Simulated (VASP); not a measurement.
Crystal: Te5Mo.

```
Te Mo
1.0
     0.00000    4.47814    4.47814
     4.47814    0.00000    4.47814
     4.47814    4.47814    0.00000
Te Mo
5 1
Direct
  0.25000 0.25000 0.25000
  0.12776 0.62408 0.62408
  0.62408 0.62408 0.62408
  0.62408 0.62408 0.12776
  0.62408 0.12776 0.62408
  0.00000 0.00000 0.00000
```

Base run:

- Program: VASP 6.6.1
- Functional: PBE
- Potentials or basis: VASP PAW PBE potentials, release 64 (Te, Mo_sv)
- Cutoff: 520 eV
- k mesh: 4 × 4 × 4
- Occupations: gaussian, width 0.1 eV
- Spin: collinear spin, ferromagnetic start
- Starting moments: [0.0, 0.0, 0.0, 0.0, 0.0, 1.0] μB

Its results: pressure -0.4 GPa; largest force 0.238 eV/Å.

Question: The run is repeated on the same cell with these changes: spin from collinear spin, ferromagnetic start to no spin polarisation; further incar settings from ALGO = Normal; EDIFF = 1e-06; NBANDS = 35 to ALGO = Normal; EDIFF = 1e-07; NBANDS = 31. What comes out?

Answer: Pressure -3.4 GPa; largest force 0.339 eV/Å.
